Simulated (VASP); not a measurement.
# KBr (Cmmm) in VASP: further runs

Runs on KBr. Level: PBEsol. Tasks: single point.

All numbers are computed with VASP 6.6.1; they aren't measurements. Logs are shortened: lines on timing, memory, paths and dates and some standing lists are left out, and cuts for length are marked.

## 1. The cell of the first run

It takes space group Cmmm (No. 65, orthorhombic). Conventional cell: a = 5.683 Å, b = 5.754 Å, c = 4.043 Å, α = 90.00°, β = 90.00°, γ = 90.00°. K (site symmetry mmm) has 8 Br at 3.49 to 3.52 Å and 6 K at 4.04 Å within 4.6 Å. Br (site symmetry mmm) has 8 K at 3.49 to 3.52 Å and 6 Br at 4.04 Å within 4.6 Å.

## 2. Single point, PBEsol (strain +0.0125 x Voigt [0, 0, 0, 1, 0, 0])

The input, INCAR:

```
PREC = Accurate
ENCUT = 520
EDIFF = 1E-6
ISMEAR = 0
SIGMA = 0.05
LREAL = False
LASPH = True
NELM = 60
ALGO = Normal
ISIF = 2
LWAVE = False
LCHARG = False
GGA = PS
NBANDS = 15
```

The input, KPOINTS:

```
regular mesh
0
Gamma
  6 6 6
```

The input, POSCAR:

```
KBr
1.0
    4.0434990000      0.0000000000      0.0000000000
    0.0000000000      4.0434990000      0.0252718688
    0.0000000000      0.0252718688      4.0434990000
K Br
1 1
Direct
    0.0000000000      0.0000000000      0.0000000000
    0.5000000000      0.5000000000      0.5000000000
```

Potentials or basis: VASP PAW PBE potentials, release 64 (K_sv, Br).

Started as:

```
cat potpaw_PBE.64/K_sv/POTCAR potpaw_PBE.64/Br/POTCAR > POTCAR
mpirun -np 1 vasp_std > vasp.out
```

OUTCAR:

```text
PREC = Accurate
   ENCUT = 520
   EDIFF = 1E-6
   ISMEAR = 0
   LREAL = False
   LASPH = True
   NELM = 60
   ISIF = 2
   GGA = PS

 ion  position               nearest neighbor table
   1  0.000  0.000  0.000-
   2  0.500  0.500  0.500-

  LATTYP: Found a base centered orthorhombic cell.
 ALAT       =     5.6826313056
 B/A-ratio  =     1.0125786164
 C/A-ratio  =     0.7115539937

  Lattice vectors:

 A1 = (   0.0000000000,  -0.0252718688,  -4.0434990000)
 A2 = (   0.0000000000,   4.0434990000,   0.0252718688)
 A3 = (   4.0434990000,   0.0000000000,   0.0000000000)

Analysis of symmetry for initial positions (statically):
=====================================================================
 Subroutine PRICEL returns:
 Original cell was already a primitive cell.

 Routine SETGRP: Setting up the symmetry group for a
 base centered orthorhombic supercell.

 Subroutine GETGRP returns: Found  8 space group operations
 (whereof  8 operations were pure point group operations)
 out of a pool of  8 trial point group operations.

The static configuration has the point symmetry D_2h.

Analysis of symmetry for dynamics (positions and initial velocities):
=====================================================================
 Subroutine PRICEL returns:
 Original cell was already a primitive cell.

 Routine SETGRP: Setting up the symmetry group for a
 base centered orthorhombic supercell.

 Subroutine GETGRP returns: Found  8 space group operations
 (whereof  8 operations were pure point group operations)
 out of a pool of  8 trial point group operations.

The dynamic configuration has the point symmetry D_2h.

 Subroutine INISYM returns: Found  8 space group operations
 (whereof  8 operations are pure point group operations),
 and found     1 'primitive' translations

----------------------------------------------------------------------------------------

                                     Primitive cell

  volume of cell :      66.1082

  direct lattice vectors                    reciprocal lattice vectors
     4.043499000  0.000000000  0.000000000     0.247310559  0.000000000  0.000000000
     0.000000000  4.043499000  0.025271869     0.000000000  0.247320220 -0.001545751
     0.000000000  0.025271869  4.043499000     0.000000000 -0.001545751  0.247320220

  length of vectors
     4.043499000  4.043577974  4.043577974     0.247310559  0.247325051  0.247325051

  position of ions in fractional coordinates (direct lattice)
     0.000000000  0.000000000  0.000000000
     0.500000000  0.500000000  0.500000000

  ion indices of the primitive-cell ions
   primitive index   ion index
                 1           1
                 2           2

----------------------------------------------------------------------------------------

 KPOINTS: regular mesh

Automatic generation of k-mesh.
 Grid dimensions read from file:
 generate k-points for:    6    6    6

 Generating k-lattice:

  Cartesian coordinates                     Fractional coordinates (reciprocal lattice)
     0.041218427  0.000000000  0.000000000     0.166666667  0.000000000  0.000000000
     0.000000000  0.041220037 -0.000257625     0.000000000  0.166666667 -0.000000000
     0.000000000 -0.000257625  0.041220037     0.000000000 -0.000000000  0.166666667

  Length of vectors
     0.041218427  0.041220842  0.041220842

  Shift w.r.t. Gamma in fractional coordinates (k-lattice)
     0.000000000  0.000000000  0.000000000

 Subroutine IBZKPT returns following result:
 ===========================================

 Found     52 irreducible k-points:

 Following reciprocal coordinates:
            Coordinates               Weight
  0.000000  0.000000  0.000000      1.000000
  0.166667  0.000000  0.000000      2.000000
  0.333333  0.000000  0.000000      2.000000
  0.500000  0.000000  0.000000      1.000000
  0.000000  0.166667  0.000000      4.000000
  0.166667  0.166667  0.000000      8.000000
[... 16 lines left out ...]
  0.333333  0.333333  0.166667      8.000000
  0.500000  0.333333  0.166667      4.000000
 [... further k-points ...]
   k-points           NKPTS =     52   k-points in BZ     NKDIM =     52   number of bands    NBANDS=     15
   number of dos      NEDOS =    301   number of ions     NIONS =      2
   total plane-waves  NPLWV =  27000
   dimension x,y,z NGX =    30 NGY =   30 NGZ =   30
   dimension x,y,z NGXF=    60 NGYF=   60 NGZF=   60
   ions per type =               1   1
   NGX,Y,Z   is equivalent  to a cutoff of  12.33, 12.33, 12.33 a.u.
   NGXF,Y,Z  is equivalent  to a cutoff of  24.67, 24.67, 24.67 a.u.
 SYSTEM =  unknown system
   PREC   = accura    normal or accurate (medium, high low for compatibility)
   ISTART =      0    job   : 0-new  1-cont  2-samecut
   ICHARG =      2    charge: 1-file 2-atom 10-const
   ISPIN  =      1    spin polarized calculation?
   LNONCOLLINEAR =      F non collinear calculations
   LSORBIT =      F    spin-orbit coupling
   LASPH  =      T    aspherical Exc in radial PAW
   ENCUT  =  520.0 eV  38.22 Ry    6.18 a.u.   7.52  7.52  7.52*2*pi/ulx,y,z
   NELM   =     60;   NELMIN=  2; NELMDL= -5     # of ELM steps
   EDIFF  = 0.1E-05   stopping-criterion for ELM
   LREAL  =      F    real-space projection
[... 7 lines left out ...]
   TEBEG  =    0.0;   TEEND  =   0.0 temperature during run
   PSTRESS=    0.0 pullay stress
   NELECT =      16.0000    total number of electrons
   NUPDOWN=      -1.0000    fix difference up-down
   EMIN   =  10.00;   EMAX   =-10.00  energy-range for DOS
   EFERMI =   0.00;   METHOD = LEGACY
   ISMEAR =     0;   SIGMA  =   0.05  broadening in eV -4-tet -1-fermi 0-gaus
   EFERMI_NEDOS =   21; number of points for ismear=-14 and -15
   IALGO  =     38    algorithm
   IMIX   =      4    mixing-type and parameters
     AMIX     =   0.40;   BMIX     =  1.00
     AMIX_MAG =   1.60;   BMIX_MAG =  1.00
  volume/ion in A,a.u.               =      33.05       223.06
  Fermi-wavevector in a.u.,A,eV,Ry     =   1.020226  1.927948 14.161781  1.040862
  Thomas-Fermi vector in A             =   2.153784
   LORBIT       =      0    0 simple, 1 ext, 2 COOP (PROOUT), +10 PAW based schemes
   GGA     = PS    functional components
   LHFCALC =     F    Hartree Fock is set to
   AEXX    =    0.0000 exact exchange contribution
   IVDW    =     0    specifies the selected vdW correction
   LEPSILON=     F    determine dielectric tensor
   LRPA    =     F    only Hartree local field effects (RPA)
 non-spin polarized calculation
 Gauss-broadening in eV      SIGMA  =   0.05
  energy-cutoff  :      520.00
  volume of cell :       66.11
 maximum number of plane-waves:      1796
   NGX = 15   NGY = 15   NGZ = 15

 number of electron      15.9999999 magnetization

 Free energy of the ion-electron system (eV)
  ---------------------------------------------------
  ext. energy  EPLUGINS =         0.00000000
  ---------------------------------------------------
  free energy    TOTEN  =        -6.34363712 eV

  energy without entropy =       -6.34363712  energy(sigma->0) =       -6.34363712

 E-fermi :  -0.5593     XC(G=0):  -8.0043

 val. band max:       -0.8533530939   @ k =   0.0000   0.5000   0.5000
 cond. band min:       2.8515099147   @ k =   0.0000   0.0000   0.0000
 fundamental gap:      3.7048630086
 Fermi energy:        -0.5592634936

 k-point     1 :       0.0000    0.0000    0.0000
  band No.  band energies     occupation
      1     -29.3336      2.00000
      2     -13.6488      2.00000
      3     -12.8216      2.00000
      4     -12.8215      2.00000
      5     -12.8214      2.00000
      6      -1.1273      2.00000
      7      -1.1185      2.00000
      8      -1.1094      2.00000
      9       2.8515      0.00000
     10       4.8951      0.00000
     11       4.8961      0.00000
     12       8.7693      0.00000
     13       8.8008      0.00000
     14       8.8378      0.00000
     15      11.4353      0.00000

 k-point     2 :       0.1667    0.0000    0.0000
  band No.  band energies     occupation
      1     -29.3310      2.00000
      2     -13.6859      2.00000
      3     -12.8167      2.00000
      4     -12.8164      2.00000
      5     -12.7801      2.00000
      6      -1.6751      2.00000
      7      -1.1227      2.00000
      8      -1.0997      2.00000
      9       3.4799      0.00000
     10       5.1094      0.00000
     11       5.4543      0.00000
     12       8.6983      0.00000
     13       8.7304      0.00000
     14       8.9169      0.00000
     15      10.4516      0.00000

 k-point     3 :       0.3333    0.0000    0.0000
  band No.  band energies     occupation
      1     -29.3258      2.00000
      2     -13.7579      2.00000
      3     -12.8070      2.00000
      4     -12.8061      2.00000
      5     -12.6961      2.00000
      6      -2.4996      2.00000
      7      -1.1141      2.00000
      8      -1.0807      2.00000
      9       4.6566      0.00000
     10       5.7047      0.00000
     11       6.4925      0.00000
     12       8.6519      0.00000
     13       8.6948      0.00000
     14       8.8553      0.00000
     15       9.1844      0.00000

 k-point     4 :       0.5000    0.0000    0.0000
  band No.  band energies     occupation
      1     -29.3232      2.00000
      2     -13.7930      2.00000
      3     -12.8021      2.00000
      4     -12.8010      2.00000
      5     -12.6532      2.00000
      6      -2.8368      2.00000
      7      -1.1102      2.00000
      8      -1.0715      2.00000
      9       5.4662      0.00000
     10       6.2481      0.00000
     11       6.7074      0.00000
     12       7.9321      0.00000
     13       8.7315      0.00000
     14       8.8371      0.00000
     15       9.3436      0.00000
[... 307 lines left out ...]
 k-point    22 :       0.1667    0.3333    0.1667
  band No.  band energies     occupation
      1     -29.3209      2.00000
      2     -13.6539      2.00000
      3     -12.8671      2.00000
      4     -12.8406      2.00000
      5     -12.7246      2.00000
      6      -2.3025      2.00000
      7      -1.4528      2.00000
      8      -1.4385      2.00000
      9       5.3320      0.00000
     10       6.0767      0.00000
     11       6.5008      0.00000
     12       7.7576      0.00000
     13       7.9488      0.00000
     14       8.1645      0.00000
     15      10.4649      0.00000

 k-point    23 :       0.3333    0.3333    0.1667
  band No.  band energies     occupation
      1     -29.3160      2.00000
      2     -13.5505      2.00000
      3     -12.9235      2.00000
      4     -12.8390      2.00000
      5     -12.7853      2.00000
      6      -2.1788      2.00000
      7      -2.0366      2.00000
      8      -1.3713      2.00000
      9       5.3320      0.00000
     10       6.2477      0.00000
     11       6.9509      0.00000
     12       7.0533      0.00000
     13       8.0626      0.00000
     14       8.3621      0.00000
     15      10.3381      0.00000

 k-point    24 :       0.5000    0.3333    0.1667
  band No.  band energies     occupation
      1     -29.3136      2.00000
      2     -13.4960      2.00000
      3     -12.9195      2.00000
      4     -12.8594      2.00000
      5     -12.8283      2.00000
      6      -2.3896      2.00000
      7      -2.0124      2.00000
      8      -1.3267      2.00000
      9       5.0477      0.00000
     10       6.3211      0.00000
     11       6.7799      0.00000
     12       7.2680      0.00000
     13       8.4421      0.00000
     14       8.6319      0.00000
     15      10.1461      0.00000

 [... further k-points ...]

------------------------ aborting loop because EDIFF is reached ----------------------------------------

  FORCE on cell =-STRESS in cart. coord.  units (eV):
  Direction    XX          YY          ZZ          XY          YZ          ZX
  --------------------------------------------------------------------------------------
  -------------------------------------------------------------------------------------
  Total       -0.5118400     -0.5119321     -0.5119321      0.0000000     -0.0124775      0.0000000
  in kB      -12.4047992    -12.4070305    -12.4070305      0.0000000     -0.3024015      0.0000000
  external PRESSURE =     -12.4062867 kB  Pullay stress =       0.0000000 kB

 VOLUME and BASIS-vectors are now :
 -----------------------------------------------------------------------------
  energy-cutoff  :      520.00
  volume of cell :       66.11
      direct lattice vectors                 reciprocal lattice vectors
     4.043499000  0.000000000  0.000000000     0.247310559  0.000000000  0.000000000
     0.000000000  4.043499000  0.025271869     0.000000000  0.247320220 -0.001545751
     0.000000000  0.025271869  4.043499000     0.000000000 -0.001545751  0.247320220

 POSITION                                       TOTAL-FORCE (eV/Angst)
 -----------------------------------------------------------------------------------
      0.00000      0.00000      0.00000         0.000000     -0.000000      0.000000
      2.02175      2.03439      2.03439         0.000000      0.000000      0.000000
 -----------------------------------------------------------------------------------
    total drift:                                0.000000      0.000000     -0.000000

  FREE ENERGIE OF THE ION-ELECTRON SYSTEM (eV)
  ---------------------------------------------------
  free  energy   TOTEN  =        -6.3436371241 eV

  energy  without entropy=       -6.3436371241  energy(sigma->0) =       -6.34363712
```

Run time: 25 s. Hardware: 1 thread of AMD EPYC 7R13 (Zen 3), shared host; peak memory 0.17 GiB.

Results:

* Free energy: -6.3436 eV
* Pressure: -1.2 GPa
* Band gap on the k mesh: 3.70 eV (least direct gap 3.96 eV)

Caveat: the cell differs from its parent crystal (strain +0.0125 x Voigt [0, 0, 0, 1, 0, 0]); the PAW data sets were made with another functional, which shifts forces and pressure a little.

## 3. Single point, PBEsol (strain +0.0075 x Voigt [0, 0, 0, 1, 0, 0])

The input, INCAR:

```
SYSTEM = KBr
ALGO = Normal
EDIFF = 1E-6
ENCUT = 520
GGA = PS
ISIF = 2
ISMEAR = 0
LASPH = .TRUE.
LCHARG = .TRUE.
LELF = .TRUE.
LREAL = .FALSE.
LVHAR = .TRUE.
LWAVE = .FALSE.
NBANDS = 15
NELM = 80
PREC = Accurate
SIGMA = 0.05
```

The input, KPOINTS:

```
k-points
0
G
  6 6 6
  0 0 0
```

The input, POSCAR:

```
KBr
1.0
    4.0434990000      0.0000000000      0.0000000000
    0.0000000000      4.0434990000      0.0151631212
    0.0000000000      0.0151631212      4.0434990000
K Br
1 1
Direct
    0.0000000000      0.0000000000      0.0000000000
    0.5000000000      0.5000000000      0.5000000000
```

Potentials or basis: VASP PAW PBE potentials, release 64 (K_sv, Br).

Started as:

```
cat potpaw_PBE.64/K_sv/POTCAR potpaw_PBE.64/Br/POTCAR > POTCAR
mpirun -np 1 vasp_std > vasp.out
```

Run time: 25 s. Hardware: 1 thread of AMD EPYC 7R13 (Zen 3), shared host; peak memory 0.17 GiB.

Results (log left out):

```
Free energy            : -6.3437 eV
Pressure               : -1.2 GPa
Band gap on the k mesh : 3.70 eV (least direct gap 3.96 eV)
```

Levels at points of the mesh, in eV from the valence-band top:
```csv
k point,band 5,band 6,band 7,band 8,band 9,band 10,band 11,band 12
"(0.00, 0.00, 0.00)",-11.97,-0.27,-0.27,-0.26,3.70,5.75,5.75,9.64
"(0.50, 0.00, 0.00)",-11.80,-1.98,-0.25,-0.23,6.32,7.10,7.56,8.78
"(0.00, 0.50, 0.00)",-11.80,-1.98,-0.24,-0.24,6.32,7.10,7.56,8.78
"(0.50, 0.50, 0.00)",-11.93,-1.41,-1.41,0.00,5.11,6.39,8.00,8.00
"(0.00, 0.50, 0.50)",-11.93,-1.42,-1.40,0.00,5.11,6.39,8.00,8.00
"(0.50, 0.50, 0.50)",-12.08,-1.45,-1.44,-1.44,7.23,7.27,7.30,9.32
```

Caveat: the cell differs from its parent crystal (strain +0.0075 x Voigt [0, 0, 0, 1, 0, 0]); the PAW data sets were made with another functional, which shifts forces and pressure a little.

## 4. Single point, PBEsol (strain +0.0025 x Voigt [0, 0, 0, 1, 0, 0])

The input, INCAR:

```
ALGO = Normal
EDIFF = 1E-7
ENCUT = 520
GGA = PS
ISIF = 2
ISMEAR = 0
LASPH = T
LCHARG = F
LREAL = F
LWAVE = F
NBANDS = 15
NELM = 60
PREC = Accurate
SIGMA = 0.05
```

The input, KPOINTS:

```
k-points
0
Gamma
  6 6 6
```

The input, POSCAR:

```
KBr
1.0
    4.0434990000      0.0000000000      0.0000000000
    0.0000000000      4.0434990000      0.0050543738
    0.0000000000      0.0050543738      4.0434990000
K Br
1 1
Direct
    0.0000000000      0.0000000000      0.0000000000
    0.5000000000      0.5000000000      0.5000000000
```

Started as:

```
cat potpaw_PBE.64/K_sv/POTCAR potpaw_PBE.64/Br/POTCAR > POTCAR
mpirun -np 1 vasp_std > vasp.out
```

Wall time 28 s (1 thread of AMD EPYC 7R13 (Zen 3), shared host); peak memory 0.16 GiB.

It converged, with:

```
Free energy            : -6.3437 eV
Pressure               : -1.2 GPa
Band gap on the k mesh : 3.71 eV (least direct gap 3.97 eV)
```

Levels at points of the mesh, in eV from the valence-band top:
```
           k point  band 4  band 5  band 6  band 7  band 8  band 9  band 10  band 11  band 12  band 13
(0.00, 0.00, 0.00)  -11.97  -11.97   -0.27   -0.27   -0.26    3.71     5.75     5.75     9.65     9.66
(0.50, 0.00, 0.00)  -11.95  -11.80   -1.98   -0.24   -0.23    6.32     7.10     7.56     8.78     9.63
(0.00, 0.50, 0.00)  -11.95  -11.80   -1.98   -0.24   -0.24    6.32     7.10     7.56     8.78     9.64
(0.50, 0.50, 0.00)  -12.12  -11.93   -1.41   -1.41    0.00    5.11     6.39     8.00     8.00    10.13
(0.00, 0.50, 0.50)  -12.12  -11.93   -1.41   -1.41    0.00    5.11     6.39     8.00     8.00    10.11
(0.50, 0.50, 0.50)  -12.08  -12.08   -1.44   -1.44   -1.44    7.26     7.27     7.28     9.34     9.35
```

Caveat: the cell differs from its parent crystal (strain +0.0025 x Voigt [0, 0, 0, 1, 0, 0]); the PAW data sets were made with another functional, which shifts forces and pressure a little. A k mesh can miss the band edges.

## 5. Summary

```csv
cell,gap on the mesh (eV),pressure (GPa)
"a = 4.043 Å, angles 89.3, 90.0, 90.0°, 2 atoms",3.70,-1.2
"a = 4.043 Å, angles 89.6, 90.0, 90.0°, 2 atoms",3.70,-1.2
"a = 4.043 Å, angles 89.9, 90.0, 90.0°, 2 atoms",3.71,-1.2
```

Alike in all rows: task single point; level PBEsol; potentials or basis VASP PAW PBE potentials, release 64 (K_sv, Br); no spin polarisation; k mesh 6 × 6 × 6; cutoff (eV) 520; smearing gaussian 0.05 eV.

Caveats: the PAW data sets were made with another functional, which shifts forces and pressure a little.

Total energies depend on the potentials used, so only differences within one code and one set of settings carry meaning.
